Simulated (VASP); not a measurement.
Input of a VASP 6.6.1 run:

The input INCAR:

```
PREC = Accurate
ENCUT = 520
EDIFF = 1E-6
ISMEAR = 0
SIGMA = 0.1
LREAL = F
LASPH = T
NELM = 60
ALGO = Normal
ISIF = 2
LWAVE = F
LCHARG = F
GGA = PE
NBANDS = 14
```

Contents of KPOINTS:

```
regular mesh
0
Gamma
  6 6 6
```

The input POSCAR:

```
HfN
1.0
    2.8275437987      0.0000000000      0.0000000000
    0.0000000000      2.8275437987      0.0000000000
    0.0000000000      0.0000000000      2.8275437987
Hf N
1 1
Direct
    0.0000000000      0.0000000000      0.0000000000
    0.5000000000      0.5000000000      0.5000000000
```

Potentials or basis: VASP PAW PBE potentials, release 64 (Hf_pv, N).

Command:

```console
$ cat potpaw_PBE.64/Hf_pv/POTCAR potpaw_PBE.64/N/POTCAR > POTCAR
$ mpirun -np 1 vasp_std > vasp.out
```

(1) What does it give for the pressure?

Results:

(1) -2.5 GPa.

Caveat: the k points lie up to 0.37 Å⁻¹ apart.
